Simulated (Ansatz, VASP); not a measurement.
# One calculation of H, two programs

The input INCAR:

```
SYSTEM = H
ALGO = Normal
EDIFF = 1E-7
ENCUT = 520
GGA = PE
ISIF = 2
ISMEAR = 0
IVDW = 12
LASPH = .True.
LCHARG = .False.
LREAL = .False.
LWAVE = .False.
NBANDS = 6
NELM = 60
PREC = Accurate
SIGMA = 0.05
```

The input KPOINTS:

```
k-points
0
Gamma
  10 10 26
  0 0 0
```

POSCAR

```
H
1.0
    2.6496387389      0.0000000000      0.0000000000
    0.0000000000      2.6496387389      0.0000000000
    0.0000000000      0.0000000000      0.9314682740
H
1
Direct
    0.0000000000      0.0000000000      0.5000000000
```

Input for Ansatz:

```yaml
crystal:
  lattice:
    - [2.6496387389, 0.0, 0.0]
    - [0.0, 2.6496387389, 0.0]
    - [0.0, 0.0, 0.931468274]
  atoms:
    - { symbol: H, position: [0.0, 0.0, 0.5] }
basis:
  ecutwfc: 420
kpoints:
  mp_grid: { grid: [10, 10, 26] }
hamiltonian:
  xc: pbe
  dispersion: d3bj
scf:
  occupations: { method: gaussian, width: 0.05 }
output:
  forces: true
  stress: true
  eigenvalues: true
```

Change from the starting cell: strain +0.000 along x and y, -0.050 along z, atoms carried along.

Alike in both runs: task single point; functional PBE; dispersion D3(BJ); k mesh 10 × 10 × 26; occupations gaussian, width 0.05 eV; no spin polarisation.

|  | VASP | Ansatz |
| --- | --- | --- |
| version | VASP 6.6.1 | Ansatz 0.2.0 |
| potentials or method | VASP PAW PBE potentials, release 64 (H), cutoff 520 eV | scalar-relativistic, plane waves, PAW |
| valence electrons in the cell | 1 | 1 |

```csv
,VASP,Ansatz,Ansatz less VASP
pressure (GPa),9.9,10.2,+0.31
"traceless stress, the component that is largest in VASP (GPa)",18.86,18.84,-0.025
```
